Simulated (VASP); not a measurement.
Input of a VASP 6.6.1 run:

File INCAR:

```
SYSTEM = Si
PREC = Accurate
ENCUT = 520
EDIFF = 1E-6
ISMEAR = 0
SIGMA = 0.02
LREAL = .FALSE.
LASPH = .TRUE.
NELM = 100
ALGO = Normal
ISIF = 2
LWAVE = .FALSE.
LCHARG = .TRUE.
GGA = PS
LELF = .TRUE.
LVHAR = .TRUE.
NBANDS = 11
```

Contents of KPOINTS:

```
regular mesh
0
G
  10 10 10
  0 0 0
```

The input POSCAR:

```
Si
1.0
   -0.0217346434      2.7222640912      2.7439987347
    2.7222640912     -0.0217346434      2.7439987347
    2.7005294478      2.7005294478      0.0000000000
Si
2
Direct
   -0.0010258443     -0.0010258443      0.0010258443
    0.2510258443      0.2510258443      0.2489741557
```

Potentials or basis: VASP PAW PBE potentials, release 64 (Si).

Command:

```bash
$ cat potpaw_PBE.64/Si/POTCAR > POTCAR
$ mpirun -np 1 vasp_std > vasp.out
```

What does it give for the pressure?

-1.2 GPa.

Estimate the band gap on the k mesh.

0.38 eV, indirect (least direct gap 2.32 eV).

Stress tensor (GPa, compression positive):
```
-0.90  1.18  0.00
 1.18 -0.90  0.00
 0.00  0.00 -1.68
```

Caveat: the cell differs from its parent crystal (strained cell); the PAW data sets were made with another functional, which shifts forces and pressure a little. A k mesh can miss the band edges.
